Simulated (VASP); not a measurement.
A run of VASP 6.6.1 is set up as follows.

Contents of INCAR:

```
SYSTEM = Mn
ALGO     = Fast           ! electronic algorithm
EDIFF    = 1E-6           ! SCF threshold, eV
ENCUT    = 520            ! plane-wave cutoff, eV
GGA      = PS             ! functional
ISIF     = 2              ! what is computed and relaxed
ISMEAR   = 0              ! smearing method
LASPH    = .True.         ! aspherical terms in the spheres
LCHARG   = .False.        ! write CHGCAR
LREAL    = .False.        ! projectors in reciprocal space
LWAVE    = .False.        ! write WAVECAR
NBANDS   = 20             ! bands
NELM     = 100            ! most SCF steps
PREC     = Accurate       ! precision mode
SIGMA    = 0.15           ! smearing width, eV
```

KPOINTS

```
k-points
0
Gamma
  21 21 12
  0 0 0
```

Contents of POSCAR:

```
Mn
1.0
    2.4836457705      0.0000000000      0.0000000000
   -1.2418228852      2.1509003313      0.0000000000
    0.0000000000      0.0000000000      4.0865879250
Mn
2
Direct
    0.6666666667      0.3333333333      0.7500000000
    0.3333333333      0.6666666667      0.2500000000
```

Potentials or basis: VASP PAW PBE potentials, release 64 (Mn_pv).

The run is started by

```bash
$ cat potpaw_PBE.64/Mn_pv/POTCAR > POTCAR
$ mpirun -np 1 vasp_std > vasp.out
```

Question: What does it give for the pressure?

Answer: -15.3 GPa.

Question: Predict the band gap on the k mesh.

Answer: Zero (band 13 reaches 10.95 eV, above the bottom of band 14 at 9.02 eV).

Stress tensor (GPa, compression positive):
```
-13.36   0.00   0.00
  0.00 -13.36   0.00
  0.00   0.00 -19.21
```

Caveat: the cell differs from its parent crystal (strain +0.000 along x and y, +0.015 along z); the PAW data sets were made with another functional, which shifts forces and pressure a little; the run has no spin polarisation, though such a crystal can be magnetic. Spin polarisation is off, so any magnetic state and its effect on volume and gap are missing.
